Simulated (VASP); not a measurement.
# NaCl in VASP: notebook, part 2 of 2

VASP 6.6.1. The steps go on from the part before.

## 3. Single point, r2SCAN (strain +0.080 along x and y, +0.080 along z)

Input file POSCAR:

```
NaCl
1.0
    0.0000000000      3.0582900000      3.0582900000
    3.0582900000      0.0000000000      3.0582900000
    3.0582900000      3.0582900000      0.0000000000
Na Cl
1 1
Direct
    0.0000000000      0.0000000000      0.0000000000
    0.5000000000      0.5000000000      0.5000000000
```

Input file INCAR.step1:

```
SYSTEM = NaCl
  PREC = Accurate
  ENCUT = 520
  ISMEAR = 0
  SIGMA = 0.05
  LREAL = .False.
  LASPH = .True.
  NELM = 60
  NBANDS = 14
  GGA = PE
  ALGO = Normal
  EDIFF = 1E-4
  LWAVE = .True.
  LCHARG = .False.
```

Input file INCAR.step2:

```
SYSTEM = NaCl
  PREC = Accurate
  ENCUT = 520
  EDIFF = 1E-6
  ISMEAR = 0
  SIGMA = 0.05
  LREAL = .False.
  LASPH = .True.
  NELM = 60
  ALGO = Normal
  ISIF = 2
  LWAVE = .False.
  LCHARG = .True.
  METAGGA = R2SCAN
  LMIXTAU = .True.
  LELF = .True.
  LVHAR = .True.
  NBANDS = 14
  ISTART = 1
```

Input file KPOINTS:

```
regular mesh
0
Gamma
  8 8 8
  0 0 0
```

Potentials or basis: VASP PAW PBE potentials, release 64 (Na_pv, Cl).

The run is started by

```bash
$ cat potpaw_PBE.64/Na_pv/POTCAR potpaw_PBE.64/Cl/POTCAR > POTCAR
$ cp INCAR.step1 INCAR
$ mpirun -np 1 vasp_std > vasp.out
$ cp INCAR.step2 INCAR
$ mpirun -np 1 vasp_std > vasp.out
```

OUTCAR:

```text
SYSTEM = NaCl
   PREC = Accurate
   ENCUT = 520
   EDIFF = 1E-6
   ISMEAR = 0
   LREAL = .False.
   LASPH = .True.
   NELM = 60
   ISIF = 2
   METAGGA = R2SCAN
   ISTART = 1

 ion  position               nearest neighbor table
   1  0.000  0.000  0.000-
   2  0.500  0.500  0.500-

  LATTYP: Found a face centered cubic cell.
 ALAT       =     6.1165800000

  Lattice vectors:

 A1 = (   0.0000000000,   3.0582900000,   3.0582900000)
 A2 = (   3.0582900000,   0.0000000000,   3.0582900000)
 A3 = (   3.0582900000,   3.0582900000,   0.0000000000)

Analysis of symmetry for initial positions (statically):
=====================================================================
 Subroutine PRICEL returns:
 Original cell was already a primitive cell.

 Routine SETGRP: Setting up the symmetry group for a
 face centered cubic supercell.

 Subroutine GETGRP returns: Found 48 space group operations
 (whereof 48 operations were pure point group operations)
 out of a pool of 48 trial point group operations.

The static configuration has the point symmetry O_h .

Analysis of symmetry for dynamics (positions and initial velocities):
=====================================================================
 Subroutine PRICEL returns:
 Original cell was already a primitive cell.

 Routine SETGRP: Setting up the symmetry group for a
 face centered cubic supercell.

 Subroutine GETGRP returns: Found 48 space group operations
 (whereof 48 operations were pure point group operations)
 out of a pool of 48 trial point group operations.

The dynamic configuration has the point symmetry O_h .

 Subroutine INISYM returns: Found 48 space group operations
 (whereof 48 operations are pure point group operations),
 and found     1 'primitive' translations

----------------------------------------------------------------------------------------

                                     Primitive cell

  volume of cell :      57.2092

  direct lattice vectors                    reciprocal lattice vectors
     0.000000000  3.058290000  3.058290000    -0.163490055  0.163490055  0.163490055
     3.058290000  0.000000000  3.058290000     0.163490055 -0.163490055  0.163490055
     3.058290000  3.058290000  0.000000000     0.163490055  0.163490055 -0.163490055

  length of vectors
     4.325075196  4.325075196  4.325075196     0.283173082  0.283173082  0.283173082

  position of ions in fractional coordinates (direct lattice)
     0.000000000  0.000000000  0.000000000
     0.500000000  0.500000000  0.500000000

  ion indices of the primitive-cell ions
   primitive index   ion index
                 1           1
                 2           2

----------------------------------------------------------------------------------------

 KPOINTS: regular mesh

Automatic generation of k-mesh.
 Grid dimensions read from file:
 generate k-points for:    8    8    8

 Generating k-lattice:

  Cartesian coordinates                     Fractional coordinates (reciprocal lattice)
    -0.020436257  0.020436257  0.020436257     0.125000000  0.000000000  0.000000000
     0.020436257 -0.020436257  0.020436257     0.000000000  0.125000000  0.000000000
     0.020436257  0.020436257 -0.020436257     0.000000000  0.000000000  0.125000000

  Length of vectors
     0.035396635  0.035396635  0.035396635

  Shift w.r.t. Gamma in fractional coordinates (k-lattice)
     0.000000000  0.000000000  0.000000000

 Subroutine IBZKPT returns following result:
 ===========================================

 Found     29 irreducible k-points:

 Following reciprocal coordinates:
            Coordinates               Weight
  0.000000  0.000000  0.000000      1.000000
  0.125000  0.000000  0.000000      8.000000
  0.250000  0.000000  0.000000      8.000000
  0.375000  0.000000  0.000000      8.000000
  0.500000  0.000000  0.000000      4.000000
  0.125000  0.125000  0.000000      6.000000
[... 16 lines left out ...]
  0.500000  0.250000  0.125000     48.000000
 -0.375000  0.250000  0.125000     24.000000
 [... further k-points ...]
   k-points           NKPTS =     29   k-points in BZ     NKDIM =     29   number of bands    NBANDS=     14
   number of dos      NEDOS =    301   number of ions     NIONS =      2
   total plane-waves  NPLWV =  32768
   dimension x,y,z NGX =    32 NGY =   32 NGZ =   32
   dimension x,y,z NGXF=    64 NGYF=   64 NGZF=   64
   ions per type =               1   1
   NGX,Y,Z   is equivalent  to a cutoff of  12.30, 12.30, 12.30 a.u.
   NGXF,Y,Z  is equivalent  to a cutoff of  24.60, 24.60, 24.60 a.u.
 SYSTEM =  NaCl
   PREC   = accura    normal or accurate (medium, high low for compatibility)
   ISTART =      1    job   : 0-new  1-cont  2-samecut
   ICHARG =      0    charge: 1-file 2-atom 10-const
   ISPIN  =      1    spin polarized calculation?
   LNONCOLLINEAR =      F non collinear calculations
   LSORBIT =      F    spin-orbit coupling
   LASPH  =      T    aspherical Exc in radial PAW
   ENCUT  =  520.0 eV  38.22 Ry    6.18 a.u.   8.04  8.04  8.04*2*pi/ulx,y,z
   NELM   =     60;   NELMIN=  2; NELMDL=  0     # of ELM steps
   EDIFF  = 0.1E-05   stopping-criterion for ELM
   LREAL  =      F    real-space projection
   EDIFFG = 0.1E-04   stopping-criterion for IOM
   NSW    =      0    number of steps for IOM
   IBRION =     -1    ionic relax: 0-MD 1-quasi-New 2-CG
   NFREE  =      0    steps in history (QN), initial steepest desc. (CG)
   ISIF   =      2    stress and relaxation
   ISYM   =      2    0-nonsym 1-usesym 2-fastsym
   POTIM  = 0.5000    time-step for ionic-motion
   TEBEG  =    0.0;   TEEND  =   0.0 temperature during run
   PSTRESS=    0.0 pullay stress
   NELECT =      14.0000    total number of electrons
   NUPDOWN=      -1.0000    fix difference up-down
   EMIN   =  10.00;   EMAX   =-10.00  energy-range for DOS
   EFERMI =   0.00;   METHOD = LEGACY
   ISMEAR =     0;   SIGMA  =   0.05  broadening in eV -4-tet -1-fermi 0-gaus
   EFERMI_NEDOS =   21; number of points for ismear=-14 and -15
   IALGO  =     38    algorithm
   IMIX   =      4    mixing-type and parameters
     AMIX     =   0.40;   BMIX     =  1.00
     AMIX_MAG =   1.60;   BMIX_MAG =  1.00
  volume/ion in A,a.u.               =      28.60       193.03
  Fermi-wavevector in a.u.,A,eV,Ry     =   1.023990  1.935060 14.266451  1.048555
  Thomas-Fermi vector in A             =   2.157753
   LORBIT       =      0    0 simple, 1 ext, 2 COOP (PROOUT), +10 PAW based schemes
   METAGGA = R2SCAN    functional components
   LHFCALC =     F    Hartree Fock is set to
   AEXX    =    0.0000 exact exchange contribution
   IVDW    =     0    specifies the selected vdW correction
   LEPSILON=     F    determine dielectric tensor
   LRPA    =     F    only Hartree local field effects (RPA)
 non-spin polarized calculation
 Gauss-broadening in eV      SIGMA  =   0.05
  energy-cutoff  :      520.00
  volume of cell :       57.21
 maximum number of plane-waves:      1572
   NGX = 17   NGY = 17   NGZ = 17

 number of electron      13.9999995 magnetization

 Free energy of the ion-electron system (eV)
  ---------------------------------------------------
  ext. energy  EPLUGINS =         0.00000000
  ---------------------------------------------------
  free energy    TOTEN  =       -13.57421540 eV

  energy without entropy =      -13.57421540  energy(sigma->0) =      -13.57421540

 E-fermi :  -2.0859     XC(G=0):  -7.5570

 val. band max:       -2.3299794939   @ k =   0.0000   0.0000   0.0000
 cond. band min:       2.7385888434   @ k =   0.0000   0.0000   0.0000
 fundamental gap:      5.0685683373
 Fermi energy:        -2.0858928881

 k-point     1 :       0.0000    0.0000    0.0000
  band No.  band energies     occupation
      1     -24.4070      2.00000
      2     -24.4068      2.00000
      3     -24.4068      2.00000
      4     -15.1133      2.00000
      5      -2.3300      2.00000
      6      -2.3300      2.00000
      7      -2.3300      2.00000
      8       2.7386      0.00000
      9       9.1012      0.00000
     10       9.1012      0.00000
     11       9.1012      0.00000
     12      11.0785      0.00000
     13      11.0785      0.00000
     14      12.1356      0.00000
[... 375 lines left out ...]
 k-point    24 :      -0.3750    0.2500    0.1250
  band No.  band energies     occupation
      1     -24.4137      2.00000
      2     -24.4094      2.00000
      3     -24.4082      2.00000
      4     -14.9342      2.00000
      5      -3.4339      2.00000
      6      -2.8290      2.00000
      7      -2.5964      2.00000
      8       6.0047      0.00000
      9       6.9461      0.00000
     10       7.7983      0.00000
     11       9.3203      0.00000
     12      11.5619      0.00000
     13      12.6958      0.00000
     14      13.8590      0.00000

 [... further k-points ...]
[... 5 lines left out ...]
  --------------------------------------------------------------------------------------
  -------------------------------------------------------------------------------------
  Total       -1.4293257     -1.4293257     -1.4293257     -0.0000000     -0.0000000     -0.0000000
  in kB      -40.0290961    -40.0290961    -40.0290961     -0.0000000     -0.0000000     -0.0000000
  external PRESSURE =     -40.0290961 kB  Pullay stress =       0.0000000 kB

 VOLUME and BASIS-vectors are now :
 -----------------------------------------------------------------------------
  energy-cutoff  :      520.00
  volume of cell :       57.21
      direct lattice vectors                 reciprocal lattice vectors
     0.000000000  3.058290000  3.058290000    -0.163490055  0.163490055  0.163490055
     3.058290000  0.000000000  3.058290000     0.163490055 -0.163490055  0.163490055
     3.058290000  3.058290000  0.000000000     0.163490055  0.163490055 -0.163490055

 POSITION                                       TOTAL-FORCE (eV/Angst)
 -----------------------------------------------------------------------------------
      0.00000      0.00000      0.00000         0.000000      0.000000      0.000000
      3.05829      3.05829      3.05829        -0.000000     -0.000000     -0.000000
 -----------------------------------------------------------------------------------
    total drift:                                0.000000     -0.000000      0.000000

  FREE ENERGIE OF THE ION-ELECTRON SYSTEM (eV)
  ---------------------------------------------------
  free  energy   TOTEN  =       -13.5742153982 eV

  energy  without entropy=      -13.5742153982  energy(sigma->0) =      -13.57421540
```

Wall time 1.9 min (1 thread of AMD EPYC 7R13 (Zen 3), shared host); peak memory 0.15 GiB.

Results:

```yaml
Free_energy: -13.5742 eV
Pressure: -4.0 GPa
Band_gap_on_the_k_mesh: 5.07 eV, direct
```

Caveat: the cell differs from its parent crystal (strain +0.080 along x and y, +0.080 along z); the PAW data sets were made with another functional, which shifts forces and pressure a little. A k mesh can miss the band edges.

## 4. Single point, r2SCAN (strain -0.080 along x and y, -0.040 along z)

Input file POSCAR:

```
NaCl
1.0
    0.0000000000      2.6052100000      2.7184800000
    2.6052100000      0.0000000000      2.7184800000
    2.6052100000      2.6052100000      0.0000000000
Na Cl
1 1
Direct
    0.0000000000      0.0000000000      0.0000000000
    0.5000000000      0.5000000000      0.5000000000
```

Input file INCAR.step1:

```
PREC     = Accurate       # precision mode
ENCUT    = 520            # plane-wave cutoff, eV
ISMEAR   = 0              # smearing method
SIGMA    = 0.05           # smearing width, eV
LREAL    = False          # projectors in reciprocal space
LASPH    = True           # aspherical terms in the spheres
NELM     = 60             # most SCF steps
NBANDS   = 14             # bands
GGA      = PE             # functional
ALGO     = Normal         # electronic algorithm
EDIFF    = 1E-4           # SCF threshold, eV
LWAVE    = True           # write WAVECAR
LCHARG   = False          # write CHGCAR
```

Input file INCAR.step2:

```
PREC     = Accurate       # precision mode
ENCUT    = 520            # plane-wave cutoff, eV
EDIFF    = 1E-6           # SCF threshold, eV
ISMEAR   = 0              # smearing method
SIGMA    = 0.05           # smearing width, eV
LREAL    = False          # projectors in reciprocal space
LASPH    = True           # aspherical terms in the spheres
NELM     = 60             # most SCF steps
ALGO     = Normal         # electronic algorithm
ISIF     = 2              # what is computed and relaxed
LWAVE    = False          # write WAVECAR
LCHARG   = True           # write CHGCAR
METAGGA  = R2SCAN         # meta-GGA
LMIXTAU  = True         
LELF     = True           # ELF
LVHAR    = True         
NBANDS   = 14             # bands
ISTART   = 1
```

Input file KPOINTS:

```
regular mesh
0
Gamma
  8 8 8
```

The run is started by

```bash
$ cat potpaw_PBE.64/Na_pv/POTCAR potpaw_PBE.64/Cl/POTCAR > POTCAR
$ cp INCAR.step1 INCAR
$ mpirun -np 1 vasp_std > vasp.out
$ cp INCAR.step2 INCAR
$ mpirun -np 1 vasp_std > vasp.out
```

Run time: 2.5 min. Hardware: 1 thread of AMD EPYC 7R13 (Zen 3), shared host; peak memory 0.14 GiB.

The run converged. Its results:

```yaml
Free_energy: -13.6476 eV
Pressure: 7.2 GPa
Band_gap_on_the_k_mesh: 6.85 eV, direct
```

Stress tensor (GPa, compression positive):
```
8.76 0.00 0.00
0.00 8.76 0.00
0.00 0.00 4.20
```

Levels at points of the mesh, in eV from the valence-band top:
| k point | band 3 | band 4 | band 5 | band 6 | band 7 | band 8 | band 9 | band 10 | band 11 | band 12 |
| --- | --- | --- | --- | --- | --- | --- | --- | --- | --- | --- |
| (0.00, 0.00, 0.00) | -21.24 | -13.77 | 0.00 | 0.00 | 0.00 | 6.85 | 11.64 | 12.01 | 12.01 | 14.12 |
| (0.50, 0.00, 0.00) | -21.24 | -13.16 | -2.60 | -0.47 | -0.38 | 8.28 | 11.98 | 12.47 | 13.34 | 17.43 |
| (0.50, 0.50, 0.00) | -21.25 | -13.16 | -2.32 | -0.74 | -0.74 | 8.48 | 9.07 | 13.52 | 16.69 | 18.05 |
| (0.50, 0.00, 0.50) | -21.26 | -13.09 | -2.25 | -0.94 | -0.80 | 8.31 | 8.98 | 13.93 | 16.70 | 17.39 |

Caveat: the cell differs from its parent crystal (strain -0.080 along x and y, -0.040 along z); the PAW data sets were made with another functional, which shifts forces and pressure a little.

## 5. Single point, r2SCAN (strain -0.040 along x and y, +0.000 along z)

Input file POSCAR:

```
NaCl
1.0
    0.0000000000      2.7184800000      2.8317500000
    2.7184800000      0.0000000000      2.8317500000
    2.7184800000      2.7184800000      0.0000000000
Na Cl
1 1
Direct
    0.0000000000      0.0000000000      0.0000000000
    0.5000000000      0.5000000000      0.5000000000
```

Input file INCAR.step1:

```
ALGO = Normal
EDIFF = 1E-4
ENCUT = 520
GGA = PE
ISMEAR = 0
LASPH = True
LCHARG = False
LREAL = False
LWAVE = True
NBANDS = 14
NELM = 100
PREC = Accurate
SIGMA = 0.05
```

Input file INCAR.step2:

```
ALGO = Normal
EDIFF = 1E-7
ENCUT = 520
ISIF = 2
ISMEAR = 0
ISTART = 1
LASPH = True
LCHARG = False
LMIXTAU = True
LREAL = False
LWAVE = False
METAGGA = R2SCAN
NBANDS = 14
NELM = 100
PREC = Accurate
SIGMA = 0.05
```

Input file KPOINTS:

```
k-points
0
Gamma
  8 8 8
```

The run is started by

```bash
$ cat potpaw_PBE.64/Na_pv/POTCAR potpaw_PBE.64/Cl/POTCAR > POTCAR
$ cp INCAR.step1 INCAR
$ mpirun -np 1 vasp_std > vasp.out
$ cp INCAR.step2 INCAR
$ mpirun -np 1 vasp_std > vasp.out
```

Wall time 4.2 min (1 thread of AMD EPYC 7R13 (Zen 3), shared host); peak memory 0.14 GiB.

It converged, with:

- Free energy: -13.7737 eV
- Pressure: 1.5 GPa
- Band gap on the k mesh: 6.21 eV, direct

Stress tensor (GPa, compression positive):
```
 2.25  0.00  0.00
 0.00  2.25  0.00
 0.00  0.00 -0.08
```

Levels at points of the mesh, in eV from the valence-band top:
| k point | band 5 | band 6 | band 7 | band 8 | band 9 | band 10 |
| --- | --- | --- | --- | --- | --- | --- |
| (0.00, 0.00, 0.00) | -0.02 | -0.02 | 0.00 | 6.21 | 11.60 | 11.93 |
| (0.50, 0.00, 0.00) | -2.16 | -0.37 | -0.30 | 8.06 | 11.72 | 12.15 |
| (0.50, 0.50, 0.00) | -1.91 | -0.62 | -0.62 | 8.65 | 8.67 | 12.47 |
| (0.50, 0.00, 0.50) | -1.87 | -0.79 | -0.66 | 8.49 | 8.63 | 12.86 |

Caveat: the cell differs from its parent crystal (strain -0.040 along x and y, +0.000 along z); the PAW data sets were made with another functional, which shifts forces and pressure a little.

## 6. Summary

| cell | gap on the mesh (eV) | pressure (GPa) |
| --- | --- | --- |
| a = 3.684 Å, angles 60.0°, 2 atoms | 7.10 | 9.8 |
| a = 4.325 Å, angles 60.0°, 2 atoms | 5.07 | -4.0 |
| a = 3.765, b = 3.765, c = 3.684 Å, angles 60.7, 60.7, 58.6°, 2 atoms | 6.85 | 7.2 |
| a = 3.925, b = 3.925, c = 3.845 Å, angles 60.7, 60.7, 58.6°, 2 atoms | 6.21 | 1.5 |

Alike in all rows: task single point; level r2SCAN; potentials or basis VASP PAW PBE potentials, release 64 (Na_pv, Cl); no spin polarisation; k mesh 8 × 8 × 8; cutoff (eV) 520; smearing gaussian 0.05 eV.

Caveats: the PAW data sets were made with another functional, which shifts forces and pressure a little.

Total energies depend on the potentials used, so only differences within one code and one set of settings carry meaning.
